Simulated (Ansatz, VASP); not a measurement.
# Two plane-wave programs on Si

```
CELL_PARAMETERS angstrom
0.00000 1.93253 1.93253
1.93253 0.00000 1.93253
1.93253 1.93253 0.00000
ATOMIC_POSITIONS crystal
Si 0.00000 0.00000 0.00000
```

Alike in both runs: task single point; functional LDA; k mesh 16 × 16 × 16; occupations fermi-dirac, width 0.1 eV; no spin polarisation.

```csv
,VASP,Ansatz
version,VASP 6.6.1,Ansatz 0.2.0
potentials or method,"VASP PAW LDA potentials, release 64 (Si), cutoff 520 eV","plane waves (420 eV) with PAW, scalar-relativistic"
valence electrons in the cell,4,4
```

VASP gave:

* pressure (GPa): -3.0

**Question.** What did Ansatz give for the same quantities?

**Answer.** Pressure (GPa): -3.1.

Ansatz warns that its potentials were made for another functional, while VASP's fit it. LDA's correlation is that of Perdew and Zunger in VASP and of Perdew and Wang (1992) in Ansatz.
